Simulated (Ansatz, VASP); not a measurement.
## KTaO3: VASP beside Ansatz

INCAR

```
SYSTEM = KTaO3
ALGO = Normal
EDIFF = 1E-6
ENCUT = 520
GGA = PE
ISIF = 2
ISMEAR = 0
LASPH = .TRUE.
LCHARG = .FALSE.
LREAL = .FALSE.
LWAVE = .FALSE.
NBANDS = 27
NELM = 80
PREC = Accurate
SIGMA = 0.02
```

Contents of KPOINTS:

```
k-points
0
G
  8 8 8
  0 0 0
```

Contents of POSCAR:

```
KTaO3
1.0
    3.8565365552      0.0000000000      0.0000000000
    0.0000000000      3.8565365552      0.0000000000
    0.0000000000      0.0000000000      3.8565365552
K Ta O
1 1 3
Direct
    0.0000000000      0.0000000000      0.0000000000
    0.5000000000      0.5000000000      0.5000000000
    0.5000000000      0.0000000000      0.5000000000
    0.5000000000      0.5000000000      0.0000000000
    0.0000000000      0.5000000000      0.5000000000
```

Input for Ansatz:

```yaml
crystal:
  lattice:
    - [3.8565365552, 0.0, 0.0]
    - [0.0, 3.8565365552, 0.0]
    - [0.0, 0.0, 3.8565365552]
  atoms:
    - { symbol: K, position: [0.0, 0.0, 0.0] }
    - { symbol: Ta, position: [0.5, 0.5, 0.5] }
    - { symbol: O, position: [0.5, 0.0, 0.5] }
    - { symbol: O, position: [0.5, 0.5, 0.0] }
    - { symbol: O, position: [0.0, 0.5, 0.5] }
basis:
  ecutwfc: 420
kpoints:
  mp_grid: { grid: [8, 8, 8] }
hamiltonian:
  xc: pbe
scf:
  occupations: { method: gaussian, width: 0.02 }
output:
  forces: true
  stress: true
  eigenvalues: true
```

Alike in both runs: task single point; functional PBE; k mesh 8 × 8 × 8; occupations gaussian, width 0.02 eV; no spin polarisation.

```csv
,VASP,Ansatz
version,VASP 6.6.1,Ansatz 0.2.0
potentials or method,"VASP PAW PBE potentials, release 64 (K_sv, Ta_pv, O), cutoff 520 eV","scalar-relativistic, plane waves, PAW"
valence electrons in the cell,38,40
```

|  | VASP | Ansatz | Ansatz less VASP |
| --- | --- | --- | --- |
| gap on the k mesh at the Fermi level (eV) | 2.38 | 2.44 | +0.056 |
| least direct gap on the mesh (eV) | 2.93 | 2.97 | +0.038 |

VASP's potentials hold 38 valence electrons a cell and Ansatz's 40, so a difference there can come from the potentials and not from the codes.

Spin-orbit coupling is off throughout.
